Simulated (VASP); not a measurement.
# Bi2Te2O (P6/mmm) in VASP: notebook, part 2 of 2

VASP 6.6.1. The steps go on from the part before.

### 3 Single point, PBE

This run uses another cell than the first one, of 34.41 Å³/atom, 1.149 times its volume.

Input file INCAR:

```
PREC     = Accurate       # precision mode
ENCUT    = 520            # plane-wave cutoff, eV
EDIFF    = 1E-7           # SCF threshold, eV
ISMEAR   = 0              # smearing method
SIGMA    = 0.1            # smearing width, eV
LREAL    = False          # projectors in reciprocal space
LASPH    = True           # aspherical terms in the spheres
NELM     = 80             # most SCF steps
ALGO     = Normal         # electronic algorithm
ISIF     = 2              # what is computed and relaxed
LWAVE    = False          # write WAVECAR
LCHARG   = False          # write CHGCAR
GGA      = PE             # functional
NBANDS   = 32             # bands
```

Input file KPOINTS:

```
regular mesh
0
Gamma
  3 3 4
```

Input file POSCAR:

```
Bi2Te2O
1.0
    6.0417682100      0.0000000000      0.0000000000
   -3.0208841100      5.2323247600      0.0000000000
    0.0000000000      0.0000000000      5.4419903700
Bi Te O
2 2 1
Direct
    0.3333333300      0.6666666700      0.5000000000
    0.6666666700      0.3333333300      0.5000000000
    0.3333333300      0.6666666700      0.0000000000
    0.6666666700      0.3333333300      0.0000000000
    0.0000000000      0.0000000000      0.0000000000
```

Potentials or basis: VASP PAW PBE potentials, release 64 (Bi_d, Te, O).

Started as:

```sh
> cat potpaw_PBE.64/Bi_d/POTCAR potpaw_PBE.64/Te/POTCAR potpaw_PBE.64/O/POTCAR > POTCAR
> mpirun -np 1 vasp_std > vasp.out
```

OUTCAR:

```text
PREC = Accurate
   ENCUT = 520
   EDIFF = 1E-7
   ISMEAR = 0
   LREAL = False
   LASPH = True
   NELM = 80
   ISIF = 2
   GGA = PE

 ion  position               nearest neighbor table
   1  0.333  0.667  0.500-   3 2.72   3 2.72   2 3.49   2 3.49   2 3.49
   2  0.667  0.333  0.500-   4 2.72   4 2.72   1 3.49   1 3.49   1 3.49
   3  0.333  0.667  0.000-   1 2.72   1 2.72   4 3.49   4 3.49   4 3.49
   4  0.667  0.333  0.000-   2 2.72   2 2.72   3 3.49   3 3.49   3 3.49
   5  0.000  0.000  0.000-
[... 502 lines left out ...]
  --------------------------------------------------------------------------------------
  -------------------------------------------------------------------------------------
  Total       -6.6261919     -6.6261919     20.9844674      0.0000000     -0.0000000      0.0000000
  in kB      -61.7103583    -61.7103584    195.4303510      0.0000001     -0.0000000      0.0000000
  external PRESSURE =      24.0032114 kB  Pullay stress =       0.0000000 kB

 VOLUME and BASIS-vectors are now :
 -----------------------------------------------------------------------------
  energy-cutoff  :      520.00
  volume of cell :      172.03
      direct lattice vectors                 reciprocal lattice vectors
     6.041768210  0.000000000  0.000000000     0.165514460  0.095559818  0.000000000
    -3.020884110  5.232324760  0.000000000     0.000000000  0.191119635  0.000000000
     0.000000000  0.000000000  5.441990370     0.000000000  0.000000000  0.183756297

 POSITION                                       TOTAL-FORCE (eV/Angst)
 -----------------------------------------------------------------------------------
     -0.00000      3.48822      2.72100        -0.000000     -0.000000      0.000000
      3.02088      1.74411      2.72100         0.000000     -0.000000      0.000000
     -0.00000      3.48822      0.00000        -0.000000      0.000000     -0.000000
      3.02088      1.74411      0.00000         0.000000     -0.000000      0.000000
      0.00000      0.00000      0.00000         0.000000     -0.000000      0.000000
 -----------------------------------------------------------------------------------
    total drift:                               -0.000000      0.000000      0.000000

  FREE ENERGIE OF THE ION-ELECTRON SYSTEM (eV)
  ---------------------------------------------------
  free  energy   TOTEN  =       -14.1348352883 eV

  energy  without entropy=      -14.0991024503  energy(sigma->0) =      -14.11696887
```

OSZICAR:

```text
N       E                     dE             d eps       ncg     rms          rms(c)
DAV:   1     0.443568402620E+03    0.44357E+03   -0.21940E+04   576   0.146E+03
DAV:   2     0.305122692183E+02   -0.41306E+03   -0.39639E+03   616   0.373E+02
DAV:   3    -0.170455218721E+02   -0.47558E+02   -0.45334E+02   712   0.141E+02
[... 11 lines left out ...]
DAV:  15    -0.141348101538E+02    0.32947E-03   -0.29865E-04   688   0.642E-02    0.327E-02
DAV:  16    -0.141348426742E+02   -0.32520E-04   -0.77433E-05   680   0.307E-02    0.405E-02
DAV:  17    -0.141348359216E+02    0.67526E-05   -0.14979E-05   616   0.179E-02    0.842E-03
DAV:  18    -0.141348353641E+02    0.55751E-06   -0.49301E-06   592   0.105E-02    0.505E-03
DAV:  19    -0.141348352883E+02    0.75791E-07   -0.22566E-07   488   0.252E-03
   1 F= -.14134835E+02 E0= -.14116969E+02  d E =-.357328E-01
```

stdout:

```text
POSCAR found type information on POSCAR BiTeO
 POSCAR found :  3 types and       5 ions
 scaLAPACK will be used
 LDA part: xc-table for (Slater+PW92), standard interpolation
 POSCAR, INCAR and KPOINTS ok, starting setup
 FFT: planning ... GRIDC
 FFT: planning ... GRID_SOFT
 FFT: planning ... GRID
 WAVECAR not read
 entering main loop
```

Run time: 50 s. Hardware: 1 thread of Intel Xeon Platinum 8375C at 2.90GHz (Ice Lake), shared host; peak memory 0.31 GiB.

What came out:

| Property | Result |
| --- | --- |
| Free energy | -14.1348 eV |
| Pressure | 2.4 GPa |
| Band gap on the k mesh | zero (band 24 reaches 4.46 eV, above the bottom of band 25 at 3.71 eV) |

Stress tensor (GPa, compression positive):
```
-6.17  0.00  0.00
 0.00 -6.17  0.00
 0.00  0.00 19.54
```

Caveat: the k points lie up to 0.40 Å⁻¹ apart; spin-orbit coupling is left out, which moves the levels of the heavy elements.

### 4 Single point, PBE

This run uses another cell than the first one, of 30.31 Å³/atom, 1.012 times its volume.

Input file INCAR:

```
SYSTEM = Bi2Te2O
PREC = Accurate ; ENCUT = 520
EDIFF = 1E-6 ; ISMEAR = 0
SIGMA = 0.1 ; LREAL = .FALSE.
LASPH = .TRUE. ; NELM = 100
ALGO = Normal ; ISIF = 2
LWAVE = .FALSE. ; LCHARG = .FALSE.
GGA = PE ; NBANDS = 32
```

Input file KPOINTS:

```
Automatic mesh
0
G
  6 6 4
  0 0 0
```

Input file POSCAR:

```
Bi2Te2O
1.0
    5.2015491547      0.0000000000      0.0000000000
   -2.6007745773      4.5046737070      0.0000000000
    0.0000000000      0.0000000000      6.4673422495
Bi Te O
2 2 1
Direct
    0.3333333333      0.6666666667      0.5000000000
    0.6666666667      0.3333333333      0.5000000000
    0.3333333333      0.6666666667      0.0000000000
    0.6666666667      0.3333333333      0.0000000000
    0.0000000000      0.0000000000      0.0000000000
```

Started as:

```sh
> cat potpaw_PBE.64/Bi_d/POTCAR potpaw_PBE.64/Te/POTCAR potpaw_PBE.64/O/POTCAR > POTCAR
> mpirun -np 1 vasp_std > vasp.out
```

Run time: 97 s. Hardware: 1 thread of Intel Xeon Platinum 8375C at 2.90GHz (Ice Lake), shared host; peak memory 0.31 GiB.

Results (log left out):

| Quantity | Value |
| --- | --- |
| Free energy | -17.5565 eV |
| Pressure | -0.1 GPa |
| Band gap on the k mesh | zero (band 24 reaches 5.80 eV, above the bottom of band 25 at 4.92 eV) |

Levels at points of the mesh, in eV from the Fermi level:
```
           k point  band 21  band 22  band 23  band 24  band 25  band 26  band 27  band 28
(0.00, 0.00, 0.00)    -2.31    -2.25    -2.25    -0.53     1.26     1.26     1.88     2.76
(0.50, 0.00, 0.00)    -1.20    -1.08    -0.78    -0.38     0.96     1.79     2.77     3.39
(0.00, 0.00, 0.50)    -2.56    -2.56    -2.17    -0.39     0.03     1.31     1.31     1.87
(0.50, 0.00, 0.50)    -1.52    -1.42    -0.93    -0.42    -0.28     0.02     1.13     1.95
```

Caveat: spin-orbit coupling is left out, which moves the levels of the heavy elements.

### 5 Summary

```csv
cell,k mesh,gap on the mesh (eV),pressure (GPa)
"a = 5.152, b = 5.152, c = 6.516 Å, angles 90.0, 90.0, 120.0°, 5 atoms",3 × 3 × 4,none,0.0
"a = 6.042, b = 6.042, c = 5.442 Å, angles 90.0, 90.0, 120.0°, 5 atoms",3 × 3 × 4,none,2.4
"a = 5.202, b = 5.202, c = 6.467 Å, angles 90.0, 90.0, 120.0°, 5 atoms",6 × 6 × 4,none,-0.1
```

Alike in all rows: task single point; level PBE; potentials or basis VASP PAW PBE potentials, release 64 (Bi_d, Te, O); no spin polarisation; cutoff (eV) 520; smearing gaussian 0.1 eV.

Caveats: some runs use coarse meshes; spin-orbit coupling is left out, which moves the levels of the heavy elements.

Total energies depend on the potentials used, so only differences within one code and one set of settings carry meaning.
